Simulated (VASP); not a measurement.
Wanted: the native input for a VASP 6.6.1 run.

```yaml
Task: single point
Functional: PBE
Potentials_or_basis: VASP PAW PBE potentials, release 64 (Ta_pv)
Cutoff: 520 eV
k_mesh: 20 × 20 × 20
Occupations: gaussian, width 0.15 eV
Spin: no spin polarisation
Dipole_correction: no
Further_INCAR_settings: ALGO = Fast; EDIFF = 1e-06; NBANDS = 12
```

The structure of Ta lies in POSCAR:

```
Ta
1.0
   -1.6760492000      1.6760492000      1.6265108000
    1.6760492000     -1.6760492000      1.6265108000
    1.6760492000      1.6760492000     -1.6265108000
Ta
1
Direct
    0.0000000000      0.0000000000      0.0000000000
```

This cell differs from its parent crystal: strain +0.015 along x and y, -0.015 along z.

The input as run:

INCAR

```
SYSTEM = Ta
ALGO = Fast
EDIFF = 1E-6
ENCUT = 520
GGA = PE
ISIF = 2
ISMEAR = 0
LASPH = .True.
LCHARG = .True.
LELF = .True.
LREAL = .False.
LVHAR = .True.
LWAVE = .False.
NBANDS = 12
NELM = 60
PREC = Accurate
SIGMA = 0.15
```

KPOINTS

```
k-points
0
Gamma
  20 20 20
  0 0 0
```

Potentials or basis: VASP PAW PBE potentials, release 64 (Ta_pv).

Command:

```console
$ cat potpaw_PBE.64/Ta_pv/POTCAR > POTCAR
$ mpirun -np 1 vasp_std > vasp.out
```

It gave:

```yaml
Pressure: 0.4 GPa
Band_gap_on_the_k_mesh: zero (an odd number of electrons rules out a gap without spin polarisation)
```

Caveat: the cell differs from its parent crystal (strain +0.015 along x and y, -0.015 along z); spin-orbit coupling is left out, which moves the levels of the heavy elements.

Wall time 2 min on 1 thread of Intel Xeon 8259CL, on a shared host, peak memory 0.25 GiB.
